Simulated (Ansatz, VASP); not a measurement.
# One calculation of ZnSe, two programs

File INCAR:

```
PREC = Accurate
ENCUT = 520
EDIFF = 1E-6
ISMEAR = 0
SIGMA = 0.05
LREAL = F
LASPH = T
NELM = 100
ALGO = Normal
ISIF = 2
LWAVE = F
LCHARG = F
GGA = PE
NBANDS = 16
```

File KPOINTS:

```
regular mesh
0
Gamma
  6 6 6
```

The input POSCAR:

```
ZnSe
1.0
    0.0000000000      2.9209304819      2.9209304819
    2.9209304819      0.0000000000      2.9209304819
    2.9209304819      2.9209304819      0.0000000000
Zn Se
1 1
Direct
    0.0000000000      0.0000000000      0.0000000000
    0.2500000000      0.2500000000      0.2500000000
```

Input for Ansatz:

```yaml
crystal:
  lattice:
    - [0.0, 2.9209304819, 2.9209304819]
    - [2.9209304819, 0.0, 2.9209304819]
    - [2.9209304819, 2.9209304819, 0.0]
  atoms:
    - { symbol: Zn, position: [0.0, 0.0, 0.0] }
    - { symbol: Se, position: [0.25, 0.25, 0.25] }
basis:
  ecutwfc: 420
kpoints:
  mp_grid: { grid: [6, 6, 6] }
hamiltonian:
  xc: pbe
scf:
  occupations: { method: gaussian, width: 0.05 }
output:
  forces: true
  stress: true
  eigenvalues: true
```

Alike in both runs: task single point; functional PBE; k mesh 6 × 6 × 6; occupations gaussian, width 0.05 eV; no spin polarisation.

|  | VASP | Ansatz |
| --- | --- | --- |
| version | VASP 6.6.1 | Ansatz 0.2.0 |
| potentials or method | VASP PAW PBE potentials, release 64 (Zn, Se), cutoff 520 eV | scalar-relativistic, plane waves, PAW |
| valence electrons in the cell | 18 | 28 |

VASP gave:

| Quantity | Value |
| --- | --- |
| gap on the k mesh at the Fermi level (eV) | 0.94 |
| least direct gap on the mesh (eV) | 0.94 |
| pressure (GPa) | -2.6 |

Q: Which values does Ansatz return?

A: gap on the k mesh at the Fermi level (eV): 0.94; least direct gap on the mesh (eV): 0.94; pressure (GPa): -2.8.

VASP's potentials hold 18 valence electrons a cell and Ansatz's 28, so a difference there can come from the potentials and not from the codes.
